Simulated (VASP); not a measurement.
Runs of VASP 6.6.1 on ZnSe (Stilleite). The structure is that of space group F-43m (No. 216), or close to it. The cells are those of the table. 

```csv
cell,gap on the mesh (eV),pressure (GPa)
"a = 4.021 Å, angles 60.0°, 2 atoms",1.13,(b)
"a = 3.981 Å, angles 60.0°, 2 atoms",1.25,0.4
"a = 4.099 Å, angles 60.0°, 2 atoms",0.91,-4.4
"a = 4.060 Å, angles 60.0°, 2 atoms",1.02,-3.0
"a = 3.940 Å, angles 60.0°, 2 atoms",1.38,(a)
```

Alike in all rows: task single point; level PBEsol; potentials or basis VASP PAW PBE potentials, release 64 (Zn, Se); no spin polarisation; k mesh 6 × 6 × 6; cutoff (eV) 520; smearing gaussian 0.01 eV.

Question: Estimate the missing entries.

Answer: (a) 2.7; (b) -1.5.

Caveats: the PAW data sets were made with another functional, which shifts forces and pressure a little.

A k mesh can miss the band edges, and the runs leave out spin-orbit coupling on Se.
